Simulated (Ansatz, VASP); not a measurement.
**KCl in VASP and in Ansatz**

```
CELL_PARAMETERS angstrom
3.95437 0.00000 0.00000
0.00000 3.95437 0.00000
0.00000 0.00000 3.78161
ATOMIC_POSITIONS crystal
K 0.00000 0.00000 0.00000
Cl 0.50000 0.50000 0.50000
```

Change from the starting cell: strain +0.030 along x and y, -0.015 along z, atoms carried along.

Alike in both runs: task single point; functional PBE; k mesh 6 × 6 × 6; occupations gaussian, width 0.05 eV; no spin polarisation.

|  | VASP | Ansatz |
| --- | --- | --- |
| version | VASP 6.6.1 | Ansatz 0.2.0 |
| potentials or method | VASP PAW PBE potentials, release 64 (K_sv, Cl), cutoff 520 eV | scalar-relativistic, plane waves, PAW |
| valence electrons in the cell | 16 | 16 |

|  | VASP | Ansatz | Ansatz less VASP |
| --- | --- | --- | --- |
| gap on the k mesh at the Fermi level (eV) | 4.47 | 4.47 | 0.000 |
| least direct gap on the mesh (eV) | 4.63 | 4.63 | 0.000 |
| pressure (GPa) | -0.8 | -0.8 | 0.00 |
| traceless stress, the component that is largest in VASP (GPa) | 1.22 | 1.22 | +0.002 |
